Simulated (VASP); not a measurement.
Input of a VASP 6.6.1 run:

Contents of INCAR:

```
SYSTEM = GaN
PREC = Accurate ; ENCUT = 520
EDIFF = 1E-6 ; ISMEAR = 0
SIGMA = 0.01 ; LREAL = .False.
LASPH = .True. ; NELM = 80
ALGO = Normal ; ISIF = 2
LWAVE = .False. ; LCHARG = .False.
GGA = PS ; NBANDS = 16
```

File KPOINTS:

```
Automatic mesh
0
Gamma
  10 10 10
  0 0 0
```

Contents of POSCAR:

```
GaN
1.0
    2.2941200172      2.2941200172      0.0000000000
   -2.2941200172      2.2941200172      0.0000000000
    0.0000000000      2.2941200172      2.2221476245
Ga N
1 1
Direct
    0.0000000000      0.0000000000      0.0000000000
    0.2500000000      0.7500000000      0.5000000000
```

Potentials or basis: VASP PAW PBE potentials, release 64 (Ga_d, N).

The run is started by

```sh
$ cat potpaw_PBE.64/Ga_d/POTCAR potpaw_PBE.64/N/POTCAR > POTCAR
$ mpirun -np 1 vasp_std > vasp.out
```

Q: Predict the pressure.

A: -5.1 GPa.

Q: Predict the band gap on the k mesh.

A: 1.45 eV, direct.

Stress tensor (GPa, compression positive):
```
-6.39  0.00  0.00
 0.00 -6.39  0.00
 0.00  0.00 -2.64
```

Caveat: the cell differs from its parent crystal (in-plane strain +0.02); the PAW data sets were made with another functional, which shifts forces and pressure a little.
